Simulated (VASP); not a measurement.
Write the native input for VASP 6.6.1 that does the following.

```yaml
Task: single point
Functional: PBEsol
Potentials_or_basis: VASP PAW PBE potentials, release 64 (La, Si, Ir)
Cutoff: 520 eV
k_mesh: 9 × 9 × 9
Occupations: methfessel-paxton, width 0.1 eV
Spin: no spin polarisation
Dipole_correction: no
Further_INCAR_settings: ALGO = Normal; EDIFF = 1e-06; NBANDS = 26
```

The structure of LaSi2Ir2 lies in POSCAR:

```
LaSi2Ir2
1.0
   -2.0193344465      2.0193344465      5.0547482675
    2.0193344465     -2.0193344465      5.0547482675
    2.0193344465      2.0193344465     -5.0547482675
La Si Ir
1 2 2
Direct
    0.0000000000      0.0000000000      0.0000000000
    0.3730000000      0.3730000000      0.0000000000
    0.6270000000      0.6270000000      0.0000000000
    0.7500000000      0.2500000000      0.5000000000
    0.2500000000      0.7500000000      0.5000000000
```

The input as run:

INCAR

```
SYSTEM = LaSi2Ir2
PREC = Accurate
ENCUT = 520
EDIFF = 1E-6
ISMEAR = 1
SIGMA = 0.1
LREAL = .FALSE.
LASPH = .TRUE.
NELM = 80
ALGO = Normal
ISIF = 2
LWAVE = .FALSE.
LCHARG = .FALSE.
GGA = PS
NBANDS = 26
```

KPOINTS

```
Automatic mesh
0
G
  9 9 9
  0 0 0
```

Potentials or basis: VASP PAW PBE potentials, release 64 (La, Si, Ir).

Command:

```bash
$ cat potpaw_PBE.64/La/POTCAR potpaw_PBE.64/Si/POTCAR potpaw_PBE.64/Ir/POTCAR > POTCAR
$ mpirun -np 1 vasp_std > vasp.out
```

Results of the run:

```yaml
Pressure: 9.8 GPa
Largest_force: 0.586 eV/Å
```

Caveat: the PAW data sets were made with another functional, which shifts forces and pressure a little.

Run time: 5.5 min on 1 thread of Intel(R) Xeon(R) Platinum 8124M CPU @ 3.00GHz (Skylake/Cascade Lake), with other jobs on the host, peak memory 0.45 GiB.
